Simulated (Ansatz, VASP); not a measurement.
# Two plane-wave programs on Zn2F

Contents of INCAR:

```
PREC = Accurate
ENCUT = 600
EDIFF = 1E-6
ISMEAR = 0
SIGMA = 0.1
LREAL = F
LASPH = T
NELM = 80
ALGO = Fast
ISIF = 3
LWAVE = F
LCHARG = F
GGA = PE
IBRION = 2
NSW = 90
EDIFFG = -0.04
```

File KPOINTS:

```
Automatic mesh
0
Gamma
  6 6 6
```

The input POSCAR:

```
Zn2F
1.0
    3.3872890069      0.0000000000      0.0000000000
   -1.6936445034      2.9334783299      0.0000000000
    0.0000000000      0.0000000000      3.6573718513
Zn F
2 1
Direct
    0.3333333333      0.6666666667      0.5000000000
    0.6666666667      0.3333333333      0.5000000000
    0.0000000000      0.0000000000      0.0000000000
```

Input for Ansatz:

```yaml
crystal:
  lattice:
    - [3.3872890069, 0.0, 0.0]
    - [-1.6936445034, 2.9334783299, 0.0]
    - [0.0, 0.0, 3.6573718513]
  atoms:
    - { symbol: Zn, position: [0.3333333333, 0.6666666667, 0.5] }
    - { symbol: Zn, position: [0.6666666667, 0.3333333333, 0.5] }
    - { symbol: F, position: [0.0, 0.0, 0.0] }
basis:
  ecutwfc: 420
kpoints:
  mp_grid: { grid: [6, 6, 6] }
hamiltonian:
  xc: pbe
scf:
  occupations: { method: gaussian, width: 0.1 }
  lower_state_search: "off"
output:
  forces: true
  stress: true
  eigenvalues: true
relax:
  adjacent_minimum: "off"
  f_tol: 0.04
  max_steps: 70
  cell: { stress_tol: 0.4 }
```

Alike in both runs: task relaxation of cell and atoms; functional PBE; k mesh 6 × 6 × 6; occupations gaussian, width 0.1 eV; no spin polarisation.

|  | VASP | Ansatz |
| --- | --- | --- |
| version | VASP 6.6.1 | Ansatz 0.2.0 |
| potentials or method | VASP PAW PBE potentials, release 64 (Zn, F), cutoff 600 eV | scalar-relativistic, plane waves, PAW |
| valence electrons in the cell | 31 | 31 |

|  | VASP | Ansatz | Ansatz less VASP |
| --- | --- | --- | --- |
| gap on the k mesh at the Fermi level, each at its own relaxed structure (eV) | none | none | - |
| relaxed volume (Å³/atom) | 15.70 | 16.13 | +0.421 |
| relaxed length of the cell vector where the two differ most in proportion (Å) | 4.234 | 4.311 | +0.0762 |

A gap of «none» marks a metal or a gap that the smearing closes.

Noted on VASP's run: the volume moved by over 15 % at a fixed basis, so the end points are rough.
